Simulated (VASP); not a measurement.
# BaTiO3 in VASP: further runs, part 2 of 2

VASP 6.6.1. The steps go on from the part before.

## (4) Single point, PBE

INCAR reads:

```
SYSTEM = BaTiO3
  PREC = Accurate
  ENCUT = 520
  EDIFF = 1E-6
  ISMEAR = -1
  SIGMA = 0.05
  LREAL = .False.
  LASPH = .True.
  NELM = 80
  ALGO = Normal
  ISIF = 2
  LWAVE = .False.
  LCHARG = .True.
  GGA = PE
  LELF = .True.
  LVHAR = .True.
  NBANDS = 28
```

KPOINTS reads:

```
Automatic mesh
0
Gamma
  12 12 12
  0 0 0
```

POSCAR reads:

```
BaTiO3
1.0
    3.9855000000      0.0000000000      0.0000000000
    0.0000000000      2.8369000000      2.8451500000
    0.0000000000     -2.8369000000      2.8451500000
Ba Ti O
1 1 3
Direct
    0.0000000000      0.0000000000      0.0000000000
    0.5000000000      0.5124000000      0.5124000000
    0.5000000000      0.9918400000      0.5052400000
    0.5000000000      0.5052400000      0.9918400000
    0.0000000000      0.4874000000      0.4874000000
```

Potentials or basis: VASP PAW PBE potentials, release 64 (Ba_sv, Ti_sv, O).

Run with:

```
$ cat potpaw_PBE.64/Ba_sv/POTCAR potpaw_PBE.64/Ti_sv/POTCAR potpaw_PBE.64/O/POTCAR > POTCAR
$ mpirun -np 1 vasp_std > vasp.out
```

OUTCAR:

```text
SYSTEM = BaTiO3
   PREC = Accurate
   ENCUT = 520
   EDIFF = 1E-6
   ISMEAR = -1
   LREAL = .False.
   LASPH = .True.
   NELM = 80
   ISIF = 2
   GGA = PE

 ion  position               nearest neighbor table
   1  0.000  0.000  0.000-   5 2.77   4 2.81   3 2.81   3 2.81   4 2.81   5 2.84   5 2.84   4 2.84
                             3 2.84   3 2.84   4 2.84   5 2.92   2 3.42   2 3.42   2 3.47   2 3.47
   2  0.500  0.512  0.512-   3 1.93   4 1.93   5 2.00   5 2.00   3 2.09   4 2.09   1 3.42   1 3.42
                             1 3.47   1 3.47   1 3.47   1 3.47   1 3.53   1 3.53
   3  0.500  0.992  0.505-   2 1.93   2 2.09   1 2.81   1 2.81   1 2.84   1 2.84
   4  0.500  0.505  0.992-   2 1.93   2 2.09   1 2.81   1 2.81   1 2.84   1 2.84
   5  0.000  0.487  0.487-   2 2.00   2 2.00   1 2.77   1 2.84   1 2.84   1 2.92

  LATTYP: Found a base centered orthorhombic cell.
 ALAT       =     5.6738000000
 B/A-ratio  =     1.0029081039
 C/A-ratio  =     0.7024392823

  Lattice vectors:

 A1 = (   0.0000000000,   2.8369000000,  -2.8451500000)
 A2 = (   0.0000000000,   2.8369000000,   2.8451500000)
 A3 = (   3.9855000000,   0.0000000000,   0.0000000000)

Analysis of symmetry for initial positions (statically):
=====================================================================
 Subroutine PRICEL returns:
 Original cell was already a primitive cell.

 Routine SETGRP: Setting up the symmetry group for a
 base centered orthorhombic supercell.

 Subroutine GETGRP returns: Found  4 space group operations
 (whereof  4 operations were pure point group operations)
 out of a pool of  8 trial point group operations.

The static configuration has the point symmetry C_2v.

Analysis of symmetry for dynamics (positions and initial velocities):
=====================================================================
 Subroutine PRICEL returns:
 Original cell was already a primitive cell.

 Routine SETGRP: Setting up the symmetry group for a
 base centered orthorhombic supercell.
[... 125 lines left out ...]
   EFERMI =   0.00;   METHOD = LEGACY
   ISMEAR =    -1;   SIGMA  =   0.05  broadening in eV -4-tet -1-fermi 0-gaus
   EFERMI_NEDOS =   21; number of points for ismear=-14 and -15
   IALGO  =     38    algorithm
   IMIX   =      4    mixing-type and parameters
     AMIX     =   0.40;   BMIX     =  1.00
     AMIX_MAG =   1.60;   BMIX_MAG =  1.00
  volume/ion in A,a.u.               =      12.87        86.83
  Fermi-wavevector in a.u.,A,eV,Ry     =   1.397250  2.640420 26.562762  1.952308
  Thomas-Fermi vector in A             =   2.520525
   LORBIT       =      0    0 simple, 1 ext, 2 COOP (PROOUT), +10 PAW based schemes
   GGA     = PE    functional components
   LHFCALC =     F    Hartree Fock is set to
   AEXX    =    0.0000 exact exchange contribution
   IVDW    =     0    specifies the selected vdW correction
   LEPSILON=     F    determine dielectric tensor
   LRPA    =     F    only Hartree local field effects (RPA)
 non-spin polarized calculation
  energy-cutoff  :      520.00
  volume of cell :       64.34
 maximum number of plane-waves:      1767
 NGX is ok and might be reduce to    30
   NGX = 15   NGY = 15   NGZ = 15

 number of electron      39.9999995 magnetization

 Free energy of the ion-electron system (eV)
  ---------------------------------------------------
  ext. energy  EPLUGINS =         0.00000000
  ---------------------------------------------------
  free energy    TOTEN  =       -39.97339428 eV

  energy without entropy =      -39.97339428  energy(sigma->0) =      -39.97339428

 E-fermi :   4.7642     XC(G=0): -11.2374

 val. band max:        3.8070698019   @ k =   0.5000   0.5000   0.5000
 cond. band min:       5.6565769006   @ k =   0.0000   0.0000   0.0000
 fundamental gap:      1.8495070987
 Fermi energy:         4.7641730775

 k-point     1 :       0.0000    0.0000    0.0000
  band No.  band energies     occupation
      1     -52.7637      2.00000
      2     -28.9904      2.00000
      3     -28.9891      2.00000
      4     -28.9738      2.00000
      5     -21.0238      2.00000
      6     -13.0767      2.00000
[... 733 lines left out ...]
     27      10.4567      0.00000
     28      12.3256      0.00000

 [... further k-points ...]
[... 5 lines left out ...]
  --------------------------------------------------------------------------------------
  -------------------------------------------------------------------------------------
  Total        1.6951012      1.7453663      1.4894935      0.0000000      0.0000000      0.0000000
  in kB       42.2128041     43.4645472     37.0925927      0.0000000      0.0000000      0.0000000
  external PRESSURE =      40.9233147 kB  Pullay stress =       0.0000000 kB

 VOLUME and BASIS-vectors are now :
 -----------------------------------------------------------------------------
  energy-cutoff  :      520.00
  volume of cell :       64.34
      direct lattice vectors                 reciprocal lattice vectors
     3.985500000  0.000000000  0.000000000     0.250909547  0.000000000  0.000000000
     0.000000000  2.836900000  2.845150000     0.000000000  0.176248722  0.175737659
     0.000000000 -2.836900000  2.845150000     0.000000000 -0.176248722  0.175737659

 POSITION                                       TOTAL-FORCE (eV/Angst)
 -----------------------------------------------------------------------------------
      0.00000      0.00000      0.00000         0.000000      0.000000      0.154212
      1.99275      0.00000      2.91571         0.000000      0.000000      0.143490
      1.99275      1.38044      4.25942         0.000000      0.026904     -0.257555
      1.99275     -1.38044      4.25942         0.000000     -0.026904     -0.257555
      0.00000      0.00000      2.77345         0.000000      0.000000      0.217407
 -----------------------------------------------------------------------------------
    total drift:                                0.000000      0.000001      0.000611

  FREE ENERGIE OF THE ION-ELECTRON SYSTEM (eV)
  ---------------------------------------------------
  free  energy   TOTEN  =       -39.9733942808 eV

  energy  without entropy=      -39.9733942805  energy(sigma->0) =      -39.97339428
```

OSZICAR:

```text
N       E                     dE             d eps       ncg     rms          rms(c)
DAV:   1     0.435990290258E+03    0.43599E+03   -0.20923E+04 16856   0.155E+03
DAV:   2    -0.443080023894E+01   -0.44042E+03   -0.41968E+03 19284   0.429E+02
DAV:   3    -0.487198809417E+02   -0.44289E+02   -0.43835E+02 23488   0.134E+02
DAV:   4    -0.508234957806E+02   -0.21036E+01   -0.20993E+01 25516   0.249E+01
DAV:   5    -0.508876886804E+02   -0.64193E-01   -0.64180E-01 22788   0.334E+00    0.230E+01
DAV:   6    -0.401623691911E+02    0.10725E+02   -0.57024E+01 24496   0.668E+01    0.988E+00
DAV:   7    -0.401383403483E+02    0.24029E-01   -0.10370E+01 22724   0.234E+01    0.676E+00
DAV:   8    -0.399664477536E+02    0.17189E+00   -0.63290E-01 20704   0.705E+00    0.353E+00
DAV:   9    -0.400024361148E+02   -0.35988E-01   -0.35581E-01 24492   0.510E+00    0.158E+00
DAV:  10    -0.399775116251E+02    0.24924E-01   -0.17189E-01 19968   0.430E+00    0.557E-01
DAV:  11    -0.399734110496E+02    0.41006E-02   -0.18308E-02 22664   0.881E-01    0.136E-01
DAV:  12    -0.399734707071E+02   -0.59657E-04   -0.12839E-03 20688   0.317E-01    0.766E-02
DAV:  13    -0.399733928805E+02    0.77827E-04   -0.41252E-04 19416   0.220E-01    0.178E-02
DAV:  14    -0.399733939441E+02   -0.10636E-05   -0.30210E-05 22268   0.382E-02    0.665E-03
DAV:  15    -0.399733958169E+02   -0.18728E-05   -0.96235E-06 20152   0.310E-02    0.108E-02
DAV:  16    -0.399733941917E+02    0.16252E-05   -0.31713E-06 13632   0.182E-02    0.731E-04
DAV:  17    -0.399733942808E+02   -0.89089E-07   -0.21579E-07 11068   0.326E-03
   1 F= -.39973394E+02 E0= -.39973394E+02  d E =-.366800E-09
```

Wall time 14 min (1 thread of Intel Xeon 8259CL, shared host); peak memory 0.59 GiB.

What came out:

```yaml
Free_energy: -39.9734 eV
Pressure: 4.1 GPa
Largest_force: 0.259 eV/Å
Band_gap_on_the_k_mesh: 1.85 eV (least direct gap 2.06 eV)
```

Forces on the atoms (eV/Å):
```
Ba   0.000  0.000  0.154
Ti   0.000  0.000  0.143
O    0.000  0.027 -0.258
O    0.000 -0.027 -0.258
O    0.000  0.000  0.217
```

Caveat: the cell stands under pressure; spin-orbit coupling is left out, which moves the levels of the heavy elements. A k mesh can miss the band edges.

## (5) The runs side by side

```csv
level,potentials or basis,U,cell,k mesh,cutoff (eV),gap on the mesh (eV),pressure (GPa),largest force (eV/Å)
PBEsol+U,"VASP PAW PBE potentials, release 64 (Ba_sv, Ti_sv, O_h)",Ti d U = 3.0 eV,"as given, atomic positions A",7 × 7 × 7,910,2.21,0.0,0.25
PBEsol,"VASP PAW PBE potentials, release 64 (Ba_sv, Ti_sv, O)",-,"as given, atomic positions B",7 × 7 × 7,520,1.90,-1.5,0.64
PBE,"VASP PAW PBE potentials, release 64 (Ba_sv, Ti_sv, O)",-,"as given, atomic positions A",12 × 12 × 12,520,1.85,4.1,0.26
```

Alike in all rows: task single point; no spin polarisation; smearing fermi-dirac 0.05 eV.

Caveats: spin-orbit coupling is left out, which moves the levels of the heavy elements; the PAW data sets were made with another functional, which shifts forces and pressure a little (at least some runs); the cell stands under pressure (at least some runs).

Absolute energies hang on the potentials; compare differences alone.
